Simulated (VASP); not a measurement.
Write the native input for VASP 6.6.1 that does the following.

- Task: relaxation of cell and atoms
- Functional: PBE
- Potentials or basis: VASP PAW PBE potentials, release 64 (Al, Ga_d, Sb)
- Cutoff: 500 eV
- k mesh: 6 × 6 × 2
- Occupations: fermi-dirac, width 0.02 eV
- Spin: no spin polarisation
- Dipole correction: no
- Further INCAR settings: ALGO = Normal; EDIFF = 1e-07; IBRION = 2; EDIFFG = -0.005; NSW = 80; ISIF = 3

The structure of Al2GaSb3 lies in POSCAR:

```
Al2GaSb3
1.0
    4.1963569611      0.0000000000      0.0000000000
   -2.0981784806      3.6341517317      0.0000000000
    0.0000000000      0.0000000000     10.2789333333
Al Ga Sb
2 1 3
Direct
    0.0000000000      0.0000000000      0.0000000000
    0.6666666667      0.3333333333      0.6666666667
    0.3333333333      0.6666666667      0.3333333333
    0.6666666667      0.3333333333      0.9166666667
    0.3333333333      0.6666666667      0.5833333333
    0.0000000000      0.0000000000      0.2500000000
```

One way to write it, as run:

INCAR

```
PREC     = Accurate       # precision mode
ENCUT    = 500            # plane-wave cutoff, eV
EDIFF    = 1E-7           # SCF threshold, eV
ISMEAR   = -1             # smearing method
SIGMA    = 0.02           # smearing width, eV
LREAL    = False          # projectors in reciprocal space
LASPH    = True           # aspherical terms in the spheres
NELM     = 120            # most SCF steps
ALGO     = Normal         # electronic algorithm
ISIF     = 3              # what is computed and relaxed
LWAVE    = False          # write WAVECAR
LCHARG   = False          # write CHGCAR
GGA      = PE             # functional
IBRION   = 2              # ionic algorithm
NSW      = 80             # ionic steps
EDIFFG   = -0.005         # ionic threshold
GGA_COMPAT= False        
NELMIN   = 4
```

KPOINTS

```
regular mesh
0
Gamma
  6 6 2
```

Potentials or basis: VASP PAW PBE potentials, release 64 (Al, Ga_d, Sb).

The run is started by

```sh
$ cat potpaw_PBE.64/Al/POTCAR potpaw_PBE.64/Ga_d/POTCAR potpaw_PBE.64/Sb/POTCAR > POTCAR
$ mpirun -np 1 vasp_std > vasp.out
```

Results of the run:

```yaml
Relaxed_volume: 30.16 Å³/atom
Relaxed_cell: a = 4.406 Å, b = 4.406 Å, c = 10.766 Å, α = 90.00°, β = 90.00°, γ = 120.00°
Space_group_after_relaxing_to_0.1_Å: P3m1 (No. 156)
Energy_gained_by_relaxing: 106.4 meV/atom
Ionic_steps: 9
Pressure_after_relaxing: 0.0 GPa
Largest_force_after_relaxing: 0.004 eV/Å
Band_gap_on_the_k_mesh: 0.37 eV
```

Caveat: the volume moved by over 15 % at a fixed basis, so the end points are rough; spin-orbit coupling is left out, which moves the levels of the heavy elements.

Wall time 6.9 min on 1 thread of Intel Xeon 8259CL (shared host), peak memory 0.31 GiB.
